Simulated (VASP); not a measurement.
Pt: single point with RPBE

Crystal: Pt.

```xyz
3
Lattice="4.6207 0.0000 0.0000 -2.3103 4.0016 0.0000 0.0000 0.0000 2.7552" Properties=species:S:1:pos:R:3 pbc="T T T"
Pt   -2.3103    4.0016    0.0000
Pt    0.0000    2.6678    1.3776
Pt    2.3103    1.3339    1.3776
```

This cell differs from its parent crystal: volume scaled by 1.04.

```json
{
  "Program": "VASP 6.6.1",
  "Task": "single point",
  "Functional": "RPBE",
  "Potentials or basis": "VASP PAW PBE potentials, release 64 (Pt)",
  "Cutoff": "520 eV",
  "k mesh": "9 × 9 × 13",
  "Occupations": "fermi-dirac, width 0.1 eV",
  "Spin": "no spin polarisation"
}
```

The pressure is -8.0 GPa and the band gap on the k mesh is zero (band 15 reaches 10.05 eV, above the bottom of band 16 at 8.91 eV).

Stress tensor (GPa, compression positive):
```
-8.17  0.00  0.00
 0.00 -8.17  0.00
 0.00  0.00 -7.54
```

Levels at points of the mesh, in eV from the Fermi level:
| k point | band 12 | band 13 | band 14 | band 15 | band 16 | band 17 | band 18 | band 19 |
| --- | --- | --- | --- | --- | --- | --- | --- | --- |
| (0.00, 0.00, 0.00) | -1.72 | -1.61 | -1.61 | 0.26 | 0.26 | 4.65 | 5.56 | 6.95 |

It took 82 s on 1 thread of Intel Xeon 6975P-C, with other jobs on the host, peak memory 0.22 GiB.

Caveat: the PAW data sets were made with another functional, which shifts forces and pressure a little; spin-orbit coupling is left out, which moves the levels of the heavy elements.
